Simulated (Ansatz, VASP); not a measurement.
## MoS2 in VASP and in Ansatz

```
Mo S
1.0
     1.57201    0.90760    6.35460
    -1.57201    0.90760    6.35460
     0.00000   -1.81520    6.35460
Mo S
1 2
Direct
  0.00002 0.00002 0.00002
  0.75354 0.75354 0.75354
  0.57975 0.57975 0.57975
```

Alike in both runs: task single point; functional PBE; dispersion D3(BJ); k mesh 12 × 12 × 12; occupations gaussian, width 0.05 eV; no spin polarisation.

|  | VASP | Ansatz |
| --- | --- | --- |
| version | VASP 6.6.1 | Ansatz 0.2.0 |
| potentials or method | VASP PAW PBE potentials, release 64 (Mo_sv, S), cutoff 520 eV | scalar-relativistic, plane waves, PAW |
| valence electrons in the cell | 26 | 26 |

Ansatz gave:

* gap on the k mesh at the Fermi level (eV): 1.02
* least direct gap on the mesh (eV): 1.92
* pressure (GPa): -7.8
* traceless stress, the component that is largest in VASP (GPa): -7.59
* rms of the force components (eV/Å): 0.683

Task: Estimate VASP's values.

Result: gap on the k mesh at the Fermi level (eV): 1.03; least direct gap on the mesh (eV): 1.92; pressure (GPa): -7.9; traceless stress, the component that is largest in VASP (GPa): -7.63; rms of the force components (eV/Å): 0.688.

Atom by atom the forces differ by 0.004 eV/Å (rms over components).
